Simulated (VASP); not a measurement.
YHg, 2 atoms in the cell. Symmetry: Pm-3m, No. 221, cubic system. The conventional cell has a = 3.680 Å, b = 3.680 Å, c = 3.680 Å, α = 90.00°, β = 90.00°, γ = 90.00°. Y (site symmetry m-3m) has 8 Hg at 3.19 Å and 6 Y at 3.68 Å within 4.2 Å. Hg (site symmetry m-3m) has 8 Y at 3.19 Å and 6 Hg at 3.68 Å within 4.2 Å. 

```yaml
Program: VASP 6.6.1
Task: single point
Functional: PBEsol
Potentials_or_basis: VASP PAW PBE potentials, release 64 (Y_sv, Hg)
Cutoff: 520 eV
k_mesh: 5 × 5 × 5
Occupations: gaussian, width 0.1 eV
Spin: no spin polarisation
Dipole_correction: no
Further_INCAR_settings: ALGO = Normal; EDIFF = 1e-07; NBANDS = 18
```

Potentials or basis: VASP PAW PBE potentials, release 64 (Y_sv, Hg).

The run is started by

```bash
$ cat potpaw_PBE.64/Y_sv/POTCAR potpaw_PBE.64/Hg/POTCAR > POTCAR
$ mpirun -np 1 vasp_std > vasp.out
```

Hardware: 1 thread of Intel(R) Xeon(R) 6975P-C (Granite Rapids), with other jobs on the host.

Q: Estimate the wall time of this run.

A: Run time: 6.1 s on 1 thread of Intel(R) Xeon(R) 6975P-C (Granite Rapids), on a shared host, peak memory 0.17 GiB. Counts: scf iterations 14, k points 10.
